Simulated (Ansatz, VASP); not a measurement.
**Two plane-wave programs on GaP**

```
Ga P
1.0
     7.51458    0.00000    0.00000
     0.00000    3.94280    0.00000
     0.00000    0.00000    6.60279
Ga P
4 4
Cartesian
  6.3173 2.9571 2.6725
  4.9546 0.9857 5.9739
  2.5600 2.9571 0.6289
  1.1973 0.9857 3.9303
  6.2699 0.9857 4.0272
  5.0019 2.9571 0.7258
  2.5127 0.9857 5.8769
  1.2446 2.9571 2.5756
```

Alike in both runs: functional PBE; k mesh 4 × 8 × 4; occupations gaussian, width 0.02 eV; no spin polarisation.

Ansatz relaxed the structure, and its values are those at the end. VASP's run is a single point on that final structure, the one shown.

|  | VASP | Ansatz |
| --- | --- | --- |
| version | VASP 6.6.1 | Ansatz 0.2.0 |
| potentials or method | VASP PAW PBE potentials, release 64 (Ga_d, P), cutoff 520 eV | scalar-relativistic, plane waves, PAW |
| valence electrons in the cell | 72 | 72 |

VASP gave:

- gap on the k mesh at the Fermi level (eV): 1.02
- least direct gap on the mesh (eV): 1.30
- pressure (GPa): 0.0

Question: Estimate Ansatz's values.

Answer: gap on the k mesh at the Fermi level (eV): 1.02; least direct gap on the mesh (eV): 1.31; pressure (GPa): 0.0.
